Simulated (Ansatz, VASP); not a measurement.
**Two plane-wave programs on Ni**

```
Ni
1.0
    -1.46047    1.46047    1.24453
     1.46047   -1.46047    1.24453
     1.46047    1.46047   -1.24453
Ni
1
Cartesian
  0.0000 0.0000 0.0000
```

Alike in both runs: functional r2SCAN; k mesh 22 × 22 × 22; occupations gaussian, width 0.1 eV; collinear spin.

Ansatz relaxed the structure, and its values are those at the end. VASP's run is a single point on that final structure, the one shown.

```csv
,VASP,Ansatz
version,VASP 6.6.1,Ansatz 0.2.0
potentials or method,"VASP PAW PBE potentials, release 64 (Ni), cutoff 520 eV","scalar-relativistic, plane waves, PAW"
valence electrons in the cell,10,18
```

VASP gave:

| Property | Result |
| --- | --- |
| gap on the k mesh at the Fermi level (eV) | none |
| pressure (GPa) | 0.3 |
| net moment per atom (μB) | 0.67 |
| size of the moment on the site where the two differ most (μB) | 0.69 |

What did Ansatz give for the same quantities?

gap on the k mesh at the Fermi level (eV): none; pressure (GPa): 0.0; net moment per atom (μB): 0.68; size of the moment on the site where the two differ most (μB): 0.75.

VASP's potentials were made for PBE, not for r2SCAN. Site moments also hang on the region over which each program counts them. A gap of «none» marks a metal or a gap that the smearing closes. VASP's potentials hold 10 valence electrons a cell and Ansatz's 18, so a difference there can come from the potentials and not from the codes.
